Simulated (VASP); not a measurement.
# Hg (R-3m) in VASP: further runs

Hg is run at these levels: PBE; tasks: single point.

Program: VASP 6.6.1. These are calculated values, not measurements. Logs are shortened: lines on timing, memory, paths and dates and some standing lists are left out, and cuts for length are marked.

### 1 The cell of the first run

Symmetry: R-3m, No. 166, trigonal system. The conventional cell has a = 3.322 Å, b = 3.322 Å, c = 6.166 Å, α = 90.00°, β = 90.00°, γ = 120.00°. Hg (site symmetry -3m) has 12 Hg at 2.81 to 3.32 Å within 3.7 Å.

### 2 Single point, PBE (strain -0.040 along x and y, -0.080 along z)

INCAR

```
ALGO = Normal
EDIFF = 1E-6
ENCUT = 550
GGA = PE
GGA_COMPAT = F
ISIF = 2
ISMEAR = 0
LASPH = T
LCHARG = T
LELF = T
LREAL = F
LVHAR = T
LWAVE = F
NBANDS = 16
NELM = 120
PREC = Accurate
SIGMA = 0.15
```

KPOINTS

```
k-points
0
Gamma
  18 18 18
```

POSCAR

```
Hg
1.0
    1.6608004371      0.9588635794      2.0552800000
   -1.6608004371      0.9588635794      2.0552800000
    0.0000000000     -1.9177271588      2.0552800000
Hg
1
Direct
    0.0000000000      0.0000000000      0.0000000000
```

Potentials or basis: VASP PAW PBE potentials, release 64 (Hg_sv_GW).

Run with:

```
$ cat potpaw_PBE.64/Hg_sv_GW/POTCAR > POTCAR
$ mpirun -np 1 vasp_std > vasp.out
```

OUTCAR:

```text
EDIFF = 1E-6
   ENCUT = 550
   GGA = PE
   ISIF = 2
   ISMEAR = 0
   LASPH = T
   LREAL = F
   NELM = 120
   PREC = Accurate

 ion  position               nearest neighbor table
   1  0.000  0.000  0.000-

  LATTYP: Found a trigonal (rhomboedric) cell.
 ALAT       =     2.8110235385
 COS(alpha) =     0.3018705928

  Lattice vectors:

 A1 = (   1.6608004371,   0.9588635794,   2.0552800000)
 A2 = (  -1.6608004371,   0.9588635794,   2.0552800000)
 A3 = (   0.0000000000,  -1.9177271588,   2.0552800000)

Analysis of symmetry for initial positions (statically):
=====================================================================
 Subroutine PRICEL returns:
 Original cell was already a primitive cell.

 Routine SETGRP: Setting up the symmetry group for a
 trigonal (rhombohedral) supercell.

 Subroutine GETGRP returns: Found 12 space group operations
 (whereof 12 operations were pure point group operations)
 out of a pool of 12 trial point group operations.

The static configuration has the point symmetry D_3d.

Analysis of symmetry for dynamics (positions and initial velocities):
=====================================================================
 Subroutine PRICEL returns:
 Original cell was already a primitive cell.

 Routine SETGRP: Setting up the symmetry group for a
 trigonal (rhombohedral) supercell.

 Subroutine GETGRP returns: Found 12 space group operations
 (whereof 12 operations were pure point group operations)
 out of a pool of 12 trial point group operations.

The dynamic configuration has the point symmetry D_3d.

 Subroutine INISYM returns: Found 12 space group operations
 (whereof 12 operations are pure point group operations),
 and found     1 'primitive' translations

----------------------------------------------------------------------------------------

                                     Primitive cell

  volume of cell :      19.6380

  direct lattice vectors                    reciprocal lattice vectors
     1.660800437  0.958863579  2.055280000     0.301059651  0.173816871  0.162183904
    -1.660800437  0.958863579  2.055280000    -0.301059651  0.173816871  0.162183904
     0.000000000 -1.917727159  2.055280000     0.000000000 -0.347633741  0.162183904

  length of vectors
     2.811023539  2.811023539  2.811023538     0.383605053  0.383605053  0.383605053

  position of ions in fractional coordinates (direct lattice)
     0.000000000  0.000000000  0.000000000

[... 68 lines left out ...]
   ICHARG =      2    charge: 1-file 2-atom 10-const
   ISPIN  =      1    spin polarized calculation?
   LNONCOLLINEAR =      F non collinear calculations
   LSORBIT =      F    spin-orbit coupling
   LASPH  =      T    aspherical Exc in radial PAW
   ENCUT  =  550.0 eV  40.42 Ry    6.36 a.u.   5.38  5.38  5.38*2*pi/ulx,y,z
   NELM   =    120;   NELMIN=  2; NELMDL= -5     # of ELM steps
   EDIFF  = 0.1E-05   stopping-criterion for ELM
   LREAL  =      F    real-space projection
   EDIFFG = 0.1E-04   stopping-criterion for IOM
   NSW    =      0    number of steps for IOM
   IBRION =     -1    ionic relax: 0-MD 1-quasi-New 2-CG
   NFREE  =      0    steps in history (QN), initial steepest desc. (CG)
   ISIF   =      2    stress and relaxation
   ISYM   =      2    0-nonsym 1-usesym 2-fastsym
   POTIM  = 0.5000    time-step for ionic-motion
   TEBEG  =    0.0;   TEEND  =   0.0 temperature during run
   PSTRESS=    0.0 pullay stress
   NELECT =      20.0000    total number of electrons
   NUPDOWN=      -1.0000    fix difference up-down
   EMIN   =  10.00;   EMAX   =-10.00  energy-range for DOS
   EFERMI =   0.00;   METHOD = LEGACY
   ISMEAR =     0;   SIGMA  =   0.15  broadening in eV -4-tet -1-fermi 0-gaus
   EFERMI_NEDOS =   21; number of points for ismear=-14 and -15
   IALGO  =     38    algorithm
   IMIX   =      4    mixing-type and parameters
     AMIX     =   0.40;   BMIX     =  1.00
     AMIX_MAG =   1.60;   BMIX_MAG =  1.00
  volume/ion in A,a.u.               =      19.64       132.52
  Fermi-wavevector in a.u.,A,eV,Ry     =   1.647098  3.112563 36.911658  2.712930
  Thomas-Fermi vector in A             =   2.736614
   LORBIT       =      0    0 simple, 1 ext, 2 COOP (PROOUT), +10 PAW based schemes
   GGA     = PE    functional components
   LHFCALC =     F    Hartree Fock is set to
   AEXX    =    0.0000 exact exchange contribution
   IVDW    =     0    specifies the selected vdW correction
   LEPSILON=     F    determine dielectric tensor
   LRPA    =     F    only Hartree local field effects (RPA)
 non-spin polarized calculation
 Gauss-broadening in eV      SIGMA  =   0.15
  energy-cutoff  :      550.00
  volume of cell :       19.64
 maximum number of plane-waves:       596
 NGX is ok and might be reduce to    24
   NGX = 11   NGY = 11   NGZ = 11

 number of electron      20.0000000 magnetization

 Free energy of the ion-electron system (eV)
  ---------------------------------------------------
  ext. energy  EPLUGINS =         0.00000000
  ---------------------------------------------------
  free energy    TOTEN  =         0.21445327 eV

  energy without entropy =        0.21781399  energy(sigma->0) =        0.21613363

 E-fermi :   8.4788     XC(G=0): -12.4163

 val. band max:        8.4699934817   @ k =  -0.4444   0.4444   0.4444
 cond. band min:       8.4806165243   @ k =  -0.3333   0.4444   0.1667
 fundamental gap:      0.0106230426
 Fermi energy:         8.4787563871

 k-point     1 :       0.0000    0.0000    0.0000
  band No.  band energies     occupation
      1    -107.2041      2.00000
      2     -55.4957      2.00000
      3     -55.4938      2.00000
      4     -55.4938      2.00000
      5      -2.4775      2.00000
      6      -0.4530      2.00000
[... 433 lines left out ...]
      3     -55.4980      2.00000
      4     -55.4926      2.00000
      5      -1.3704      2.00000
      6      -0.3703      2.00000
[... 8 lines left out ...]
     15      28.1286      0.00000
     16      28.9428      0.00000

 [... further k-points ...]
[... 5 lines left out ...]
  --------------------------------------------------------------------------------------
  -------------------------------------------------------------------------------------
  Total        2.5596097      2.5596097      3.5360691      0.0000000      0.0000000     -0.0000000
  in kB      208.8275586    208.8275586    288.4926827      0.0000000      0.0000000     -0.0000000
  external PRESSURE =     235.3826000 kB  Pullay stress =       0.0000000 kB

 VOLUME and BASIS-vectors are now :
 -----------------------------------------------------------------------------
  energy-cutoff  :      550.00
  volume of cell :       19.64
      direct lattice vectors                 reciprocal lattice vectors
     1.660800437  0.958863579  2.055280000     0.301059651  0.173816871  0.162183904
    -1.660800437  0.958863579  2.055280000    -0.301059651  0.173816871  0.162183904
     0.000000000 -1.917727159  2.055280000     0.000000000 -0.347633741  0.162183904

 POSITION                                       TOTAL-FORCE (eV/Angst)
 -----------------------------------------------------------------------------------
      0.00000      0.00000      0.00000         0.000000      0.000000      0.000000
 -----------------------------------------------------------------------------------
    total drift:                                0.000000      0.000000      0.000000

  FREE ENERGIE OF THE ION-ELECTRON SYSTEM (eV)
  ---------------------------------------------------
  free  energy   TOTEN  =         0.2144532703 eV

  energy  without entropy=        0.2178139912  energy(sigma->0) =        0.21613363
```

It took 3.8 min on 1 thread of AMD EPYC 7R43 (Zen 3), shared host; peak memory 0.31 GiB.

Results:

* Free energy: 0.2145 eV
* Pressure: 23.5 GPa
* Band gap on the k mesh: zero (bands 10 and 11 overlap by 3.98 eV)

Stress tensor (GPa, compression positive):
```
20.88  0.00  0.00
 0.00 20.88  0.00
 0.00  0.00 28.85
```

Caveat: the cell differs from its parent crystal (strain -0.040 along x and y, -0.080 along z); the stress differs along the axes, from 21 to 29 GPa; spin-orbit coupling is left out, which moves the levels of the heavy elements.

### 3 Single point, PBE (strain -0.080 along x and y, +0.040 along z)

INCAR

```
SYSTEM = Hg
PREC = Accurate
ENCUT = 520
EDIFF = 1E-7
ISMEAR = 0
SIGMA = 0.15
LREAL = .False.
LASPH = .True.
NELM = 100
ALGO = Fast
ISIF = 2
LWAVE = .False.
LCHARG = .False.
GGA = PE
NBANDS = 12
```

KPOINTS

```
Automatic mesh
0
Gamma
  18 18 18
  0 0 0
```

POSCAR

```
Hg
1.0
    1.5916004189      0.9189109303      2.3233600000
   -1.5916004189      0.9189109303      2.3233600000
    0.0000000000     -1.8378218605      2.3233600000
Hg
1
Direct
    0.0000000000      0.0000000000      0.0000000000
```

Potentials or basis: VASP PAW PBE potentials, release 64 (Hg).

Run with:

```
$ cat potpaw_PBE.64/Hg/POTCAR > POTCAR
$ mpirun -np 1 vasp_std > vasp.out
```

OUTCAR:

```text
SYSTEM = Hg
   PREC = Accurate
   ENCUT = 520
   EDIFF = 1E-7
   ISMEAR = 0
   LREAL = .False.
   LASPH = .True.
   NELM = 100
   ISIF = 2
   GGA = PE

 ion  position               nearest neighbor table
   1  0.000  0.000  0.000-

  LATTYP: Found a trigonal (rhomboedric) cell.
 ALAT       =     2.9623623818
 COS(alpha) =     0.4226732016

  Lattice vectors:

 A1 = (   1.5916004189,   0.9189109303,   2.3233600000)
 A2 = (  -1.5916004189,   0.9189109303,   2.3233600000)
 A3 = (   0.0000000000,  -1.8378218605,   2.3233600000)

Analysis of symmetry for initial positions (statically):
=====================================================================
 Subroutine PRICEL returns:
 Original cell was already a primitive cell.

 Routine SETGRP: Setting up the symmetry group for a
 trigonal (rhombohedral) supercell.

 Subroutine GETGRP returns: Found 12 space group operations
 (whereof 12 operations were pure point group operations)
 out of a pool of 12 trial point group operations.

The static configuration has the point symmetry D_3d.

Analysis of symmetry for dynamics (positions and initial velocities):
[... 160 lines left out ...]

 val. band max:        4.1705389381   @ k =  -0.3889   0.2222   0.0556
 cond. band min:       4.2151552918   @ k =  -0.3889   0.5000   0.1111
 fundamental gap:      0.0446163537
 Fermi energy:         4.1832398235

 k-point     1 :       0.0000    0.0000    0.0000
  band No.  band energies     occupation
      1      -6.3400      2.00000
      2      -3.8555      2.00000
      3      -3.8555      2.00000
      4      -3.1237      2.00000
      5      -2.6047      2.00000
      6      -2.6047      2.00000
      7      17.3688      0.00000
      8      18.8116      0.00000
      9      18.8116      0.00000
     10      23.3195      0.00000
     11      23.6191      0.00000
     12      25.0703      0.00000
[... 331 lines left out ...]
 k-point    24 :      -0.2222    0.0556    0.0000
  band No.  band energies     occupation
      1      -5.1226      2.00000
      2      -3.7948      2.00000
      3      -3.4802      2.00000
      4      -2.9911      2.00000
      5      -2.6075      2.00000
      6      -2.3579      2.00000
      7      11.1326      0.00000
      8      16.6406      0.00000
      9      18.9977      0.00000
     10      22.0721      0.00000
     11      23.0388      0.00000
     12      24.5782      0.00000

 [... further k-points ...]
[... 5 lines left out ...]
  --------------------------------------------------------------------------------------
  -------------------------------------------------------------------------------------
  Total        1.9903703      1.9903703      2.0065209      0.0000000      0.0000000     -0.0000000
  in kB      156.4117007    156.4117007    157.6808883      0.0000000      0.0000000     -0.0000000
  external PRESSURE =     156.8347632 kB  Pullay stress =       0.0000000 kB

 VOLUME and BASIS-vectors are now :
 -----------------------------------------------------------------------------
  energy-cutoff  :      520.00
  volume of cell :       20.39
      direct lattice vectors                 reciprocal lattice vectors
     1.591600419  0.918910930  2.323360000     0.314149201  0.181374126  0.143470376
    -1.591600419  0.918910930  2.323360000    -0.314149201  0.181374126  0.143470376
     0.000000000 -1.837821861  2.323360000     0.000000000 -0.362748252  0.143470376

 POSITION                                       TOTAL-FORCE (eV/Angst)
 -----------------------------------------------------------------------------------
      0.00000      0.00000      0.00000         0.000000      0.000000      0.000000
 -----------------------------------------------------------------------------------
    total drift:                                0.000000     -0.000000     -0.000000

  FREE ENERGIE OF THE ION-ELECTRON SYSTEM (eV)
  ---------------------------------------------------
  free  energy   TOTEN  =         0.0921406019 eV

  energy  without entropy=        0.0952178261  energy(sigma->0) =        0.09367921
```

OSZICAR:

```text
N       E                     dE             d eps       ncg     rms          rms(c)
DAV:   1     0.748142206017E+02    0.74814E+02   -0.68107E+03 14732   0.990E+02
DAV:   2     0.122165731478E+01   -0.73593E+02   -0.69352E+02 15204   0.236E+02
DAV:   3     0.453588475509E-01   -0.11763E+01   -0.11756E+01 16652   0.329E+01
DAV:   4     0.443404659011E-01   -0.10184E-02   -0.10184E-02 15500   0.100E+00
DAV:   5     0.443392897866E-01   -0.11761E-05   -0.11762E-05 16820   0.331E-02    0.614E+00
RMM:   6     0.871241643031E-01    0.42785E-01   -0.58233E-02 14205   0.242E+00    0.423E+00
RMM:   7     0.917661382239E-01    0.46420E-02   -0.12420E-02 15125   0.101E+00    0.132E+00
RMM:   8     0.921651103054E-01    0.39897E-03   -0.16620E-03 15304   0.547E-01    0.763E-02
RMM:   9     0.921490022622E-01   -0.16108E-04   -0.58475E-05 16160   0.938E-02    0.402E-02
RMM:  10     0.921403544583E-01   -0.86478E-05   -0.15765E-05 15719   0.543E-02    0.649E-03
RMM:  11     0.921406588470E-01    0.30439E-06   -0.19524E-06 16318   0.146E-02    0.185E-03
RMM:  12     0.921406018954E-01   -0.56952E-07   -0.16653E-07 11635   0.535E-03
   1 F= 0.92140602E-01 E0= 0.93679214E-01  d E =-.307722E-02
```

Wall time 75 s (1 thread of Intel Xeon 8259CL, shared host); peak memory 0.25 GiB.

What came out:

| Property | Result |
| --- | --- |
| Free energy | 0.0921 eV |
| Pressure | 15.7 GPa |
| Band gap on the k mesh | zero (bands 6 and 7 overlap by 2.75 eV) |

Caveat: the cell differs from its parent crystal (strain -0.080 along x and y, +0.040 along z); the cell stands under pressure; spin-orbit coupling is left out, which moves the levels of the heavy elements.

(Part 1 of 3 ends here.)

The gap in the log of VASP goes by the Fermi energy; the results here count the filled bands.